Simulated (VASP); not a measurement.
# Mg3Te (P4/mmm) in VASP: further runs

The runs below take Mg3Te through single point, relaxation of cell and atoms, with PBE.

Program: VASP 6.6.1. These are calculated values, not measurements. Logs are shortened: lines on timing, memory, paths and dates and some standing lists are left out, and cuts for length are marked.

## (1) The cell of the first run

It takes space group P4/mmm (No. 123, tetragonal). Conventional cell: a = 4.632 Å, b = 4.632 Å, c = 4.370 Å, α = 90.00°, β = 90.00°, γ = 90.00°. Mg (site symmetry mmm) has 8 Mg at 3.18 to 3.28 Å and 4 Te at 3.18 Å within 4.2 Å. Mg (site symmetry 4/mmm) has 8 Mg at 3.18 Å and 4 Te at 3.28 Å within 4.2 Å. Within 4.2 Å of Te (site symmetry 4/mmm) lie 12 Mg at 3.18 to 3.28 Å.

The cell was generated, and may not be a known phase.

## (2) Single point, PBE

INCAR reads:

```
  ALGO = Normal
  EDIFF = 1E-6
  ENCUT = 520
  GGA = PE
  ISIF = 2
  ISMEAR = 0
  LASPH = True
  LCHARG = False
  LREAL = False
  LWAVE = False
  NBANDS = 14
  NELM = 60
  PREC = Accurate
  SIGMA = 0.1
```

KPOINTS reads:

```
k-points
0
Gamma
  4 4 4
```

POSCAR reads:

```
Mg3Te
1.0
    4.6318486000      0.0000000000      0.0000000000
    0.0000000000      4.6318486000      0.0000000000
    0.0000000000      0.0000000000      4.3696687600
Mg Te
3 1
Direct
    0.0000000000      0.5000000000      0.5000000000
    0.5000000000      0.0000000000      0.5000000000
    0.5000000000      0.5000000000      0.0000000000
    0.0000000000      0.0000000000      0.0000000000
```

Potentials or basis: VASP PAW PBE potentials, release 64 (Mg, Te).

Run with:

```
$ cat potpaw_PBE.64/Mg/POTCAR potpaw_PBE.64/Te/POTCAR > POTCAR
$ mpirun -np 1 vasp_std > vasp.out
```

OUTCAR:

```text
EDIFF = 1E-6
   ENCUT = 520
   GGA = PE
   ISIF = 2
   ISMEAR = 0
   LASPH = True
   LREAL = False
   NELM = 60
   PREC = Accurate

 ion  position               nearest neighbor table
   1  0.000  0.500  0.500-   3 3.18   4 3.18   3 3.18   4 3.18   4 3.18   4 3.18   3 3.18   3 3.18
                             2 3.28   2 3.28   2 3.28   2 3.28
   2  0.500  0.000  0.500-   3 3.18   4 3.18   3 3.18   4 3.18   3 3.18   3 3.18   4 3.18   4 3.18
                             1 3.28   1 3.28   1 3.28   1 3.28
   3  0.500  0.500  0.000-   1 3.18   2 3.18   1 3.18   2 3.18   2 3.18   2 3.18   1 3.18   1 3.18
                             4 3.28   4 3.28   4 3.28   4 3.28
   4  0.000  0.000  0.000-   1 3.18   2 3.18   1 3.18   2 3.18   1 3.18   1 3.18   2 3.18   2 3.18
                             3 3.28   3 3.28   3 3.28   3 3.28

  LATTYP: Found a simple tetragonal cell.
 ALAT       =     4.6318486000
 C/A-ratio  =     0.9433962846

  Lattice vectors:

 A1 = (   4.6318486000,   0.0000000000,   0.0000000000)
 A2 = (   0.0000000000,   4.6318486000,   0.0000000000)
 A3 = (   0.0000000000,   0.0000000000,   4.3696687600)

Analysis of symmetry for initial positions (statically):
=====================================================================
 Subroutine PRICEL returns:
 Original cell was already a primitive cell.

 Routine SETGRP: Setting up the symmetry group for a
 simple tetragonal supercell.

 Subroutine GETGRP returns: Found 16 space group operations
 (whereof 16 operations were pure point group operations)
 out of a pool of 16 trial point group operations.

The static configuration has the point symmetry D_4h.

Analysis of symmetry for dynamics (positions and initial velocities):
=====================================================================
 Subroutine PRICEL returns:
 Original cell was already a primitive cell.

 Routine SETGRP: Setting up the symmetry group for a
 simple tetragonal supercell.

 Subroutine GETGRP returns: Found 16 space group operations
 (whereof 16 operations were pure point group operations)
 out of a pool of 16 trial point group operations.

The dynamic configuration has the point symmetry D_4h.

 Subroutine INISYM returns: Found 16 space group operations
 (whereof 16 operations are pure point group operations),
 and found     1 'primitive' translations

----------------------------------------------------------------------------------------

                                     Primitive cell

  volume of cell :      93.7470

  direct lattice vectors                    reciprocal lattice vectors
     4.631848600  0.000000000  0.000000000     0.215896521  0.000000000  0.000000000
     0.000000000  4.631848600  0.000000000     0.000000000  0.215896521  0.000000000
     0.000000000  0.000000000  4.369668760     0.000000000  0.000000000  0.228850298

  length of vectors
     4.631848600  4.631848600  4.369668760     0.215896521  0.215896521  0.228850298

  position of ions in fractional coordinates (direct lattice)
     0.000000000  0.500000000  0.500000000
     0.500000000  0.000000000  0.500000000
     0.500000000  0.500000000  0.000000000
     0.000000000  0.000000000  0.000000000

  ion indices of the primitive-cell ions
   primitive index   ion index
                 1           1
                 2           2
                 3           3
                 4           4

----------------------------------------------------------------------------------------

 KPOINTS: k-points

Automatic generation of k-mesh.
 Grid dimensions read from file:
 generate k-points for:    4    4    4

 Generating k-lattice:

  Cartesian coordinates                     Fractional coordinates (reciprocal lattice)
     0.053974130  0.000000000  0.000000000     0.250000000  0.000000000  0.000000000
     0.000000000  0.053974130  0.000000000     0.000000000  0.250000000  0.000000000
     0.000000000  0.000000000  0.057212575     0.000000000  0.000000000  0.250000000

  Length of vectors
     0.053974130  0.053974130  0.057212575

  Shift w.r.t. Gamma in fractional coordinates (k-lattice)
     0.000000000  0.000000000  0.000000000

 Subroutine IBZKPT returns following result:
 ===========================================

 Found     18 irreducible k-points:

 Following reciprocal coordinates:
            Coordinates               Weight
  0.000000  0.000000  0.000000      1.000000
  0.250000  0.000000  0.000000      4.000000
  0.500000  0.000000  0.000000      2.000000
  0.250000  0.250000  0.000000      4.000000
  0.500000  0.250000  0.000000      4.000000
  0.500000  0.500000  0.000000      1.000000
[... 10 lines left out ...]
  0.500000  0.250000  0.500000      4.000000
  0.500000  0.500000  0.500000      1.000000
   k-points           NKPTS =     18   k-points in BZ     NKDIM =     18   number of bands    NBANDS=     14
   number of dos      NEDOS =    301   number of ions     NIONS =      4
   total plane-waves  NPLWV =  41472
   dimension x,y,z NGX =    36 NGY =   36 NGZ =   32
   dimension x,y,z NGXF=    72 NGYF=   72 NGZF=   64
   ions per type =               3   1
   NGX,Y,Z   is equivalent  to a cutoff of  12.92, 12.92, 12.17 a.u.
   NGXF,Y,Z  is equivalent  to a cutoff of  25.84, 25.84, 24.35 a.u.
 SYSTEM =  unknown system
   PREC   = accura    normal or accurate (medium, high low for compatibility)
   ISTART =      0    job   : 0-new  1-cont  2-samecut
   ICHARG =      2    charge: 1-file 2-atom 10-const
   ISPIN  =      1    spin polarized calculation?
   LNONCOLLINEAR =      F non collinear calculations
   LSORBIT =      F    spin-orbit coupling
   LASPH  =      T    aspherical Exc in radial PAW
   ENCUT  =  520.0 eV  38.22 Ry    6.18 a.u.   8.61  8.61  8.12*2*pi/ulx,y,z
   NELM   =     60;   NELMIN=  2; NELMDL= -5     # of ELM steps
   EDIFF  = 0.1E-05   stopping-criterion for ELM
   LREAL  =      F    real-space projection
   EDIFFG = 0.1E-04   stopping-criterion for IOM
   NSW    =      0    number of steps for IOM
   IBRION =     -1    ionic relax: 0-MD 1-quasi-New 2-CG
   NFREE  =      0    steps in history (QN), initial steepest desc. (CG)
   ISIF   =      2    stress and relaxation
   ISYM   =      2    0-nonsym 1-usesym 2-fastsym
   POTIM  = 0.5000    time-step for ionic-motion
   TEBEG  =    0.0;   TEEND  =   0.0 temperature during run
   PSTRESS=    0.0 pullay stress
   NELECT =      12.0000    total number of electrons
   NUPDOWN=      -1.0000    fix difference up-down
   EMIN   =  10.00;   EMAX   =-10.00  energy-range for DOS
   EFERMI =   0.00;   METHOD = LEGACY
   ISMEAR =     0;   SIGMA  =   0.10  broadening in eV -4-tet -1-fermi 0-gaus
   EFERMI_NEDOS =   21; number of points for ismear=-14 and -15
   IALGO  =     38    algorithm
   IMIX   =      4    mixing-type and parameters
     AMIX     =   0.40;   BMIX     =  1.00
     AMIX_MAG =   1.60;   BMIX_MAG =  1.00
  volume/ion in A,a.u.               =      23.44       158.16
  Fermi-wavevector in a.u.,A,eV,Ry     =   0.825055  1.559128  9.261697  0.680716
  Thomas-Fermi vector in A             =   1.936847
   LORBIT       =      0    0 simple, 1 ext, 2 COOP (PROOUT), +10 PAW based schemes
   GGA     = PE    functional components
   LHFCALC =     F    Hartree Fock is set to
   AEXX    =    0.0000 exact exchange contribution
   IVDW    =     0    specifies the selected vdW correction
   LEPSILON=     F    determine dielectric tensor
   LRPA    =     F    only Hartree local field effects (RPA)
 non-spin polarized calculation
 Gauss-broadening in eV      SIGMA  =   0.10
  energy-cutoff  :      520.00
  volume of cell :       93.75
 maximum number of plane-waves:      2544
 NGX is ok and might be reduce to    36
   NGX = 17   NGY = 17   NGZ = 17

 number of electron      11.9999999 magnetization

 Free energy of the ion-electron system (eV)
  ---------------------------------------------------
  ext. energy  EPLUGINS =         0.00000000
  ---------------------------------------------------
  free energy    TOTEN  =        -8.33848759 eV

  energy without entropy =       -8.32434323  energy(sigma->0) =       -8.33141541

 E-fermi :   5.0770     XC(G=0):  -9.0568

 val. band max:        5.0538689197   @ k =   0.2500   0.2500   0.2500
 cond. band min:       5.0903018974   @ k =   0.0000   0.0000   0.2500
 fundamental gap:      0.0364329777
 Fermi energy:         5.0770206204

 k-point     1 :       0.0000    0.0000    0.0000
  band No.  band energies     occupation
      1      -7.5993      2.00000
      2       0.7776      2.00000
      3       1.1863      2.00000
      4       1.1863      2.00000
      5       1.6727      2.00000
      6       4.6574      2.00000
      7       5.2547      0.01196
      8       7.9881      0.00000
      9       7.9881      0.00000
     10       8.3607      0.00000
     11       9.6687      0.00000
     12       9.9512      0.00000
     13      10.2655      0.00000
     14      10.2655      0.00000

 k-point     2 :       0.2500    0.0000    0.0000
  band No.  band energies     occupation
      1      -7.4555      2.00000
      2      -0.8719      2.00000
      3       1.3987      2.00000
      4       1.8659      2.00000
      5       2.3170      2.00000
      6       5.4515      0.00000
      7       5.7306      0.00000
      8       6.4430      0.00000
      9       7.0914      0.00000
     10       7.2179      0.00000
     11       9.2096      0.00000
     12      10.1220      0.00000
     13      10.1346      0.00000
     14      10.6641      0.00000
[... 241 lines left out ...]
      1      -6.8391      2.00000
      2      -0.4579      2.00000
      3      -0.2990      2.00000
      4       0.9058      2.00000
      5       1.7370      2.00000
      6       4.2563      2.00000
      7       4.3010      2.00000
      8       5.0490      1.30858
      9       7.6705      0.00000
     10       9.7057      0.00000
     11      10.0616      0.00000
     12      11.5674      0.00000
     13      11.9670      0.00000
     14      12.6371      0.00000

 k-point    18 :       0.5000    0.5000    0.5000
  band No.  band energies     occupation
      1      -6.7337      2.00000
      2      -0.0574      2.00000
      3       0.1161      2.00000
      4       0.1161      2.00000
      5       2.9366      2.00000
      6       3.0485      2.00000
      7       3.0485      2.00000
      8       3.0847      2.00000
      9      10.5610      0.00000
     10      10.5610      0.00000
     11      11.5584      0.00000
     12      13.5052      0.00000
     13      13.9186      0.00000
     14      14.7569      0.00000

------------------------ aborting loop because EDIFF is reached ----------------------------------------

  FORCE on cell =-STRESS in cart. coord.  units (eV):
  Direction    XX          YY          ZZ          XY          YZ          ZX
  --------------------------------------------------------------------------------------
  -------------------------------------------------------------------------------------
  Total        0.6473761      0.6473761      1.3754309      0.0000000      0.0000000     -0.0000000
  in kB       11.0639457     11.0639457     23.5067249      0.0000000      0.0000000     -0.0000000
  external PRESSURE =      15.2115388 kB  Pullay stress =       0.0000000 kB

 VOLUME and BASIS-vectors are now :
 -----------------------------------------------------------------------------
  energy-cutoff  :      520.00
  volume of cell :       93.75
      direct lattice vectors                 reciprocal lattice vectors
     4.631848600  0.000000000  0.000000000     0.215896521  0.000000000  0.000000000
     0.000000000  4.631848600  0.000000000     0.000000000  0.215896521  0.000000000
     0.000000000  0.000000000  4.369668760     0.000000000  0.000000000  0.228850298

 POSITION                                       TOTAL-FORCE (eV/Angst)
 -----------------------------------------------------------------------------------
      0.00000      2.31592      2.18483         0.000000      0.000000      0.000000
      2.31592      0.00000      2.18483         0.000000      0.000000      0.000000
      2.31592      2.31592      0.00000         0.000000      0.000000      0.000000
      0.00000      0.00000      0.00000         0.000000      0.000000      0.000000
 -----------------------------------------------------------------------------------
    total drift:                                0.000000     -0.000000     -0.000000

  FREE ENERGIE OF THE ION-ELECTRON SYSTEM (eV)
  ---------------------------------------------------
  free  energy   TOTEN  =        -8.3384875893 eV

  energy  without entropy=       -8.3243432257  energy(sigma->0) =       -8.33141541
```

It took 12 s on 1 thread of Intel Xeon 6975P-C (Granite Rapids), shared host; peak memory 0.19 GiB.

What came out:

| Property | Result |
| --- | --- |
| Free energy | -8.3385 eV |
| Pressure | 1.5 GPa |
| Band gap on the k mesh | zero (bands 6 and 7 overlap by 2.87 eV) |

Caveat: spin-orbit coupling is left out, which moves the levels of the heavy elements.

## (3) Single point, PBE

This run uses another cell than the first one, of 24.56 Å³/atom.

INCAR reads:

```
SYSTEM = Mg3Te
PREC = Accurate
ENCUT = 520
EDIFF = 1E-6
ISMEAR = 0
SIGMA = 0.1
LREAL = .FALSE.
LASPH = .TRUE.
NELM = 60
ALGO = Fast
ISIF = 2
LWAVE = .FALSE.
LCHARG = .FALSE.
GGA = PE
NBANDS = 14
```

KPOINTS reads:

```
Automatic mesh
0
G
  10 10 10
  0 0 0
```

POSCAR reads:

```
Mg3Te
1.0
    4.7574200628      0.0000000000      0.0000000000
    0.0000000000      4.7574200628      0.0000000000
    0.0000000000      0.0000000000      4.3398486717
Mg Te
3 1
Direct
    0.0000000000      0.5000000000      0.5000000000
    0.5000000000      0.0000000000      0.5000000000
    0.5000000000      0.5000000000      0.0000000000
    0.0000000000      0.0000000000      0.0000000000
```

Potentials or basis: VASP PAW PBE potentials, release 64 (Mg, Te).

Run with:

```
$ cat potpaw_PBE.64/Mg/POTCAR potpaw_PBE.64/Te/POTCAR > POTCAR
$ mpirun -np 1 vasp_std > vasp.out
```

It took 60 s on 1 thread of Intel Xeon 6975P-C (Granite Rapids), shared host; peak memory 0.32 GiB.

The run converged. Its results:

- Free energy: -8.2509 eV
- Pressure: -0.1 GPa
- Band gap on the k mesh: zero (bands 6 and 7 overlap by 3.13 eV)

Levels at points of the mesh, in eV from the Fermi level:
```
           k point  band 2  band 3  band 4  band 5  band 6  band 7  band 8  band 9  band 10  band 11
(0.00, 0.00, 0.00)   -4.23   -3.74   -3.74   -3.00   -0.45    0.52    2.75    2.75     3.38     4.47
(0.50, 0.00, 0.00)   -6.49   -3.29   -2.63   -1.83   -0.65    0.36    1.35    1.48     2.80     5.06
(0.50, 0.50, 0.00)   -5.59   -5.59   -3.81   -2.33    1.08    2.19    2.19    2.79     2.79     3.15
(0.00, 0.00, 0.50)   -6.37   -3.08   -3.08   -1.91   -0.82    0.61    0.61    0.90     2.26     4.69
(0.50, 0.00, 0.50)   -5.54   -5.29   -3.52   -2.74    0.28    1.52    1.56    1.95     2.06     2.30
(0.50, 0.50, 0.50)   -4.90   -4.63   -4.63   -1.95   -1.90   -1.90   -1.83    5.08     5.08     6.50
```

Caveat: spin-orbit coupling is left out, which moves the levels of the heavy elements.

(Continued in part 2 of 2.)

The gap in the log of VASP goes by the Fermi energy; the results here count the filled bands.